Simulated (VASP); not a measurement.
Here is a VASP 6.6.1 calculation.

File INCAR:

```
SYSTEM = FeNi
  PREC = Accurate
  ENCUT = 520
  EDIFF = 1E-6
  ISMEAR = 0
  SIGMA = 0.15
  LREAL = .FALSE.
  LASPH = .TRUE.
  NELM = 150
  ALGO = Fast
  ISIF = 2
  LWAVE = .FALSE.
  LCHARG = .FALSE.
  ISPIN = 2
  MAGMOM = 2.97 0.78
  LORBIT = 11
  LMAXMIX = 4
  GGA = PS
  NBANDS = 20
```

KPOINTS

```
Automatic mesh
0
G
  18 18 14
  0 0 0
```

File POSCAR:

```
FeNi
1.0
    2.4063500000      0.0000000000      0.0000000000
    0.0000000000      2.4063500000      0.0000000000
    0.0000000000      0.0000000000      3.4924500000
Fe Ni
1 1
Direct
    0.0000000000      0.0000000000      0.0000000000
    0.5000000000      0.5000000000      0.5000000000
```

Potentials or basis: VASP PAW PBE potentials, release 64 (Fe, Ni).

The run is started by

```sh
$ cat potpaw_PBE.64/Fe/POTCAR potpaw_PBE.64/Ni/POTCAR > POTCAR
$ mpirun -np 1 vasp_std > vasp.out
```

Task: What does it give for the site moments?

Result: Fe +2.38; Ni +0.60 μB.

Task: Predict the pressure.

Result: 15.1 GPa.

Stress tensor (GPa, compression positive):
```
15.53  0.00  0.00
 0.00 15.53  0.00
 0.00  0.00 14.25
```

Caveat: the cell differs from its parent crystal (strain -0.050 along x and y, -0.025 along z); the cell stands under pressure; the PAW data sets were made with another functional, which shifts forces and pressure a little.
